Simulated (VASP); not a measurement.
# Nb (P6_3/mmc) in VASP: a series of runs

The runs below take Nb through single point, with RPBE.

All numbers are computed with VASP 6.6.1; they aren't measurements. Logs are shortened: lines on timing, memory, paths and dates and some standing lists are left out, and cuts for length are marked.

### 1 The cell of the first run

Symmetry: P6_3/mmc, No. 194, hexagonal system. The conventional cell has a = 2.887 Å, b = 2.887 Å, c = 5.271 Å, α = 90.00°, β = 90.00°, γ = 120.00°. Nb (site symmetry -6m2) has 12 Nb at 2.89 to 3.12 Å within 3.8 Å.

### 2 Single point, RPBE

Contents of INCAR:

```
ALGO = Normal
EDIFF = 1E-7
ENCUT = 520
GGA = RP
ISIF = 2
ISMEAR = -1
LASPH = True
LCHARG = True
LELF = True
LREAL = False
LVHAR = True
LWAVE = False
NBANDS = 20
NELM = 60
PREC = Accurate
SIGMA = 0.1
```

Contents of KPOINTS:

```
k-points
0
Gamma
  12 12 7
```

Contents of POSCAR:

```
Nb
1.0
    2.8871329072      0.0000000000      0.0000000000
   -1.4435664536      2.5003304417      0.0000000000
    0.0000000000      0.0000000000      5.2711110743
Nb
2
Direct
    0.3333333333      0.6666666667      0.2500000000
    0.6666666667      0.3333333333      0.7500000000
```

Potentials or basis: VASP PAW PBE potentials, release 64 (Nb_sv).

Run with:

```
$ cat potpaw_PBE.64/Nb_sv/POTCAR > POTCAR
$ mpirun -np 1 vasp_std > vasp.out
```

OUTCAR:

```text
EDIFF = 1E-7
   ENCUT = 520
   GGA = RP
   ISIF = 2
   ISMEAR = -1
   LASPH = True
   LREAL = False
   NELM = 60
   PREC = Accurate

 ion  position               nearest neighbor table
   1  0.333  0.667  0.250-
   2  0.667  0.333  0.750-

  LATTYP: Found a hexagonal cell.
 ALAT       =     2.8871329072
 C/A-ratio  =     1.8257251203

  Lattice vectors:

 A1 = (   2.8871329072,   0.0000000000,   0.0000000000)
 A2 = (  -1.4435664536,   2.5003304417,   0.0000000000)
 A3 = (   0.0000000000,   0.0000000000,   5.2711110743)

Analysis of symmetry for initial positions (statically):
=====================================================================
 Subroutine PRICEL returns:
 Original cell was already a primitive cell.

 Routine SETGRP: Setting up the symmetry group for a
 hexagonal supercell.

 Subroutine GETGRP returns: Found 24 space group operations
 (whereof 12 operations were pure point group operations)
 out of a pool of 24 trial point group operations.

The static configuration has the point symmetry D_3d.
 The point group associated with its full space group is D_6h.

Analysis of symmetry for dynamics (positions and initial velocities):
=====================================================================
 Subroutine PRICEL returns:
 Original cell was already a primitive cell.

 Routine SETGRP: Setting up the symmetry group for a
 hexagonal supercell.

 Subroutine GETGRP returns: Found 24 space group operations
 (whereof 12 operations were pure point group operations)
 out of a pool of 24 trial point group operations.

The dynamic configuration has the point symmetry D_3d.
 The point group associated with its full space group is D_6h.

 Subroutine INISYM returns: Found 24 space group operations
 (whereof 12 operations are pure point group operations),
 and found     1 'primitive' translations

----------------------------------------------------------------------------------------

                                     Primitive cell

  volume of cell :      38.0510

  direct lattice vectors                    reciprocal lattice vectors
     2.887132907  0.000000000  0.000000000     0.346364380  0.199973568  0.000000000
    -1.443566454  2.500330442  0.000000000     0.000000000  0.399947136  0.000000000
     0.000000000  0.000000000  5.271111074     0.000000000  0.000000000  0.189713323

  length of vectors
     2.887132907  2.887132907  5.271111074     0.399947136  0.399947136  0.189713323

  position of ions in fractional coordinates (direct lattice)
     0.333333333  0.666666667  0.250000000
     0.666666667  0.333333333  0.750000000

  ion indices of the primitive-cell ions
   primitive index   ion index
                 1           1
                 2           2

----------------------------------------------------------------------------------------

 KPOINTS: k-points

Automatic generation of k-mesh.
 Grid dimensions read from file:
 generate k-points for:   12   12    7

 Generating k-lattice:

  Cartesian coordinates                     Fractional coordinates (reciprocal lattice)
     0.028863698  0.016664464  0.000000000     0.083333333 -0.000000000  0.000000000
     0.000000000  0.033328928  0.000000000     0.000000000  0.083333333  0.000000000
     0.000000000  0.000000000  0.027101903     0.000000000  0.000000000  0.142857143

  Length of vectors
     0.033328928  0.033328928  0.027101903

  Shift w.r.t. Gamma in fractional coordinates (k-lattice)
     0.000000000  0.000000000  0.000000000

 Subroutine IBZKPT returns following result:
 ===========================================

 Found     76 irreducible k-points:

 Following reciprocal coordinates:
            Coordinates               Weight
  0.000000  0.000000  0.000000      1.000000
  0.083333  0.000000  0.000000      6.000000
  0.166667  0.000000  0.000000      6.000000
  0.250000  0.000000  0.000000      6.000000
  0.333333  0.000000  0.000000      6.000000
  0.416667  0.000000  0.000000      6.000000
[... 16 lines left out ...]
  0.250000  0.000000  0.142857     12.000000
  0.333333  0.000000  0.142857     12.000000
 [... further k-points ...]
   k-points           NKPTS =     76   k-points in BZ     NKDIM =     76   number of bands    NBANDS=     20
   number of dos      NEDOS =    301   number of ions     NIONS =      2
   total plane-waves  NPLWV =  23040
   dimension x,y,z NGX =    24 NGY =   24 NGZ =   40
   dimension x,y,z NGXF=    48 NGYF=   48 NGZF=   80
   ions per type =               2
   NGX,Y,Z   is equivalent  to a cutoff of  13.82, 13.82, 12.62 a.u.
   NGXF,Y,Z  is equivalent  to a cutoff of  27.64, 27.64, 25.23 a.u.
 SYSTEM =  unknown system
   PREC   = accura    normal or accurate (medium, high low for compatibility)
   ISTART =      0    job   : 0-new  1-cont  2-samecut
   ICHARG =      2    charge: 1-file 2-atom 10-const
   ISPIN  =      1    spin polarized calculation?
   LNONCOLLINEAR =      F non collinear calculations
   LSORBIT =      F    spin-orbit coupling
   LASPH  =      T    aspherical Exc in radial PAW
   ENCUT  =  520.0 eV  38.22 Ry    6.18 a.u.   5.37  5.37  9.80*2*pi/ulx,y,z
   NELM   =     60;   NELMIN=  2; NELMDL= -5     # of ELM steps
   EDIFF  = 0.1E-06   stopping-criterion for ELM
   LREAL  =      F    real-space projection
   EDIFFG = 0.1E-05   stopping-criterion for IOM
   NSW    =      0    number of steps for IOM
   IBRION =     -1    ionic relax: 0-MD 1-quasi-New 2-CG
   NFREE  =      0    steps in history (QN), initial steepest desc. (CG)
   ISIF   =      2    stress and relaxation
   ISYM   =      2    0-nonsym 1-usesym 2-fastsym
   POTIM  = 0.5000    time-step for ionic-motion
   TEBEG  =    0.0;   TEEND  =   0.0 temperature during run
   PSTRESS=    0.0 pullay stress
   NELECT =      26.0000    total number of electrons
   NUPDOWN=      -1.0000    fix difference up-down
   EMIN   =  10.00;   EMAX   =-10.00  energy-range for DOS
   EFERMI =   0.00;   METHOD = LEGACY
   ISMEAR =    -1;   SIGMA  =   0.10  broadening in eV -4-tet -1-fermi 0-gaus
   EFERMI_NEDOS =   21; number of points for ismear=-14 and -15
   IALGO  =     38    algorithm
   IMIX   =      4    mixing-type and parameters
     AMIX     =   0.40;   BMIX     =  1.00
     AMIX_MAG =   1.60;   BMIX_MAG =  1.00
  volume/ion in A,a.u.               =      19.03       128.39
  Fermi-wavevector in a.u.,A,eV,Ry     =   1.441929  2.724850 28.288673  2.079159
  Thomas-Fermi vector in A             =   2.560506
   LORBIT       =      0    0 simple, 1 ext, 2 COOP (PROOUT), +10 PAW based schemes
   GGA     = RP    functional components
   LHFCALC =     F    Hartree Fock is set to
   AEXX    =    0.0000 exact exchange contribution
   IVDW    =     0    specifies the selected vdW correction
   LEPSILON=     F    determine dielectric tensor
   LRPA    =     F    only Hartree local field effects (RPA)
 non-spin polarized calculation
  energy-cutoff  :      520.00
  volume of cell :       38.05
 maximum number of plane-waves:      1051
 NGX is ok and might be reduce to    24
   NGX = 11   NGY = 11   NGZ = 19

 number of electron      26.0000002 magnetization

 Free energy of the ion-electron system (eV)
  ---------------------------------------------------
  ext. energy  EPLUGINS =         0.00000000
  ---------------------------------------------------
  free energy    TOTEN  =       -18.87749912 eV

  energy without entropy =      -18.78733544  energy(sigma->0) =      -18.83241728

 E-fermi :  10.8557     XC(G=0): -12.1357

 val. band max:       10.8419117834   @ k =   0.2500   0.1667   0.2857
 cond. band min:      10.8641964214   @ k =   0.4167   0.1667   0.0000
 fundamental gap:      0.0222846379
 Fermi energy:        10.8557185579

 k-point     1 :       0.0000    0.0000    0.0000
  band No.  band energies     occupation
      1     -43.9370      2.00000
      2     -43.8236      2.00000
      3     -20.3838      2.00000
      4     -19.5238      2.00000
      5     -19.3074      2.00000
      6     -19.3074      2.00000
[... 12 lines left out ...]
     19      15.0148      0.00000
     20      15.0148      0.00000

 k-point     2 :       0.0833    0.0000    0.0000
  band No.  band energies     occupation
      1     -43.9231      2.00000
      2     -43.8130      2.00000
      3     -20.3586      2.00000
      4     -19.5246      2.00000
      5     -19.3924      2.00000
      6     -19.3298      2.00000
[... 12 lines left out ...]
     19      15.0831      0.00000
     20      15.6144      0.00000

 k-point     3 :       0.1667    0.0000    0.0000
  band No.  band energies     occupation
      1     -43.8846      2.00000
      2     -43.7843      2.00000
      3     -20.2872      2.00000
      4     -19.6225      2.00000
      5     -19.5447      2.00000
      6     -19.5289      2.00000
[... 12 lines left out ...]
     19      15.1888      0.00000
     20      16.8287      0.00000

 k-point     4 :       0.2500    0.0000    0.0000
  band No.  band energies     occupation
      1     -43.8305      2.00000
      2     -43.7456      2.00000
      3     -20.1818      2.00000
      4     -19.9309      2.00000
      5     -19.8441      2.00000
      6     -19.5421      2.00000
[... 12 lines left out ...]
     19      15.2355      0.00000
     20      18.1665      0.00000

 k-point     5 :       0.3333    0.0000    0.0000
  band No.  band energies     occupation
      1     -43.7739      2.00000
      2     -43.7085      2.00000
      3     -20.2319      2.00000
      4     -20.1314      2.00000
      5     -20.0613      2.00000
      6     -19.5695      2.00000
[... 12 lines left out ...]
     19      15.2249      0.00000
     20      19.2685      0.00000
[... 353 lines left out ...]
      6     -19.3256      2.00000
[... 12 lines left out ...]
     19      15.0354      0.00000
     20      15.4415      0.00000

 k-point    22 :       0.1667    0.0000    0.1429
  band No.  band energies     occupation
      1     -43.8797      2.00000
      2     -43.7893      2.00000
      3     -20.2545      2.00000
      4     -19.6236      2.00000
      5     -19.5988      2.00000
      6     -19.5092      2.00000
[... 12 lines left out ...]
     19      15.1060      0.00000
     20      16.3600      0.00000

 k-point    23 :       0.2500    0.0000    0.1429
  band No.  band energies     occupation
      1     -43.8263      2.00000
      2     -43.7499      2.00000
      3     -20.1675      2.00000
      4     -19.9156      2.00000
      5     -19.8574      2.00000
      6     -19.5594      2.00000
[... 12 lines left out ...]
     19      15.1264      0.00000
     20      17.2470      0.00000

 k-point    24 :       0.3333    0.0000    0.1429
  band No.  band energies     occupation
      1     -43.7707      2.00000
      2     -43.7117      2.00000
      3     -20.2516      2.00000
      4     -20.1526      2.00000
      5     -20.0067      2.00000
      6     -19.5827      2.00000
[... 12 lines left out ...]
     19      15.1821      0.00000
     20      17.8201      0.00000

 [... further k-points ...]

------------------------ aborting loop because EDIFF is reached ----------------------------------------

  FORCE on cell =-STRESS in cart. coord.  units (eV):
  Direction    XX          YY          ZZ          XY          YZ          ZX
  --------------------------------------------------------------------------------------
  -------------------------------------------------------------------------------------
  Total       -0.0764516     -0.0764516     -0.0806739      0.0000000      0.0000000      0.0000000
  in kB       -3.2190736     -3.2190736     -3.3968571      0.0000000      0.0000000      0.0000000
  external PRESSURE =      -3.2783348 kB  Pullay stress =       0.0000000 kB

 VOLUME and BASIS-vectors are now :
 -----------------------------------------------------------------------------
  energy-cutoff  :      520.00
  volume of cell :       38.05
      direct lattice vectors                 reciprocal lattice vectors
     2.887132907  0.000000000  0.000000000     0.346364380  0.199973568  0.000000000
    -1.443566454  2.500330442  0.000000000     0.000000000  0.399947136  0.000000000
     0.000000000  0.000000000  5.271111074     0.000000000  0.000000000  0.189713323

 POSITION                                       TOTAL-FORCE (eV/Angst)
 -----------------------------------------------------------------------------------
     -0.00000      1.66689      1.31778        -0.000000      0.000000      0.000000
      1.44357      0.83344      3.95333         0.000000     -0.000000      0.000000
 -----------------------------------------------------------------------------------
    total drift:                               -0.000000      0.000000     -0.000000

  FREE ENERGIE OF THE ION-ELECTRON SYSTEM (eV)
  ---------------------------------------------------
  free  energy   TOTEN  =       -18.8774991159 eV

  energy  without entropy=      -18.7873354438  energy(sigma->0) =      -18.83241728
```

It took 24 s on 1 thread of Intel Xeon 6975P-C (Granite Rapids), shared host; peak memory 0.18 GiB.

What came out:

| Property | Result |
| --- | --- |
| Free energy | -18.8775 eV |
| Pressure | -0.3 GPa |
| Band gap on the k mesh | zero (band 13 reaches 12.37 eV, above the bottom of band 14 at 10.19 eV) |

Caveat: the PAW data sets were made with another functional, which shifts forces and pressure a little.

### 3 Single point, RPBE (volume scaled by 0.88)

INCAR is that of step 2.

Contents of KPOINTS:

```
k-points
0
Gamma
  14 14 7
```

Contents of POSCAR:

```
Nb
1.0
    2.7666931883      0.0000000000      0.0000000000
   -1.3833465942      2.3960265856      0.0000000000
    0.0000000000      0.0000000000      5.0512212541
Nb
2
Direct
    0.3333333333      0.6666666667      0.2500000000
    0.6666666667      0.3333333333      0.7500000000
```

Potentials or basis: VASP PAW PBE potentials, release 64 (Nb_sv).

Run with:

```
$ cat potpaw_PBE.64/Nb_sv/POTCAR > POTCAR
$ mpirun -np 1 vasp_std > vasp.out
```

It took 39 s on 1 thread of Intel Xeon 6975P-C (Granite Rapids), shared host; peak memory 0.19 GiB.

It converged, with:

* Free energy: -18.5621 eV
* Pressure: 24.4 GPa
* Band gap on the k mesh: zero (band 13 reaches 14.58 eV, above the bottom of band 14 at 11.96 eV)

Stress tensor (GPa, compression positive):
```
24.87  0.00  0.00
 0.00 24.87  0.00
 0.00  0.00 23.42
```

Levels at points of the mesh, in eV from the Fermi level:
| k point | band 9 | band 10 | band 11 | band 12 | band 13 | band 14 | band 15 | band 16 | band 17 | band 18 |
| --- | --- | --- | --- | --- | --- | --- | --- | --- | --- | --- |
| (0.00, 0.00, 0.00) | -6.43 | -4.22 | -1.20 | 0.26 | 0.26 | 0.77 | 0.77 | 0.78 | 2.84 | 2.84 |
| (0.50, 0.00, 0.00) | -4.18 | -3.80 | -3.65 | -0.65 | 0.42 | 0.49 | 0.70 | 5.05 | 6.23 | 6.47 |

Caveat: the PAW data sets were made with another functional, which shifts forces and pressure a little.
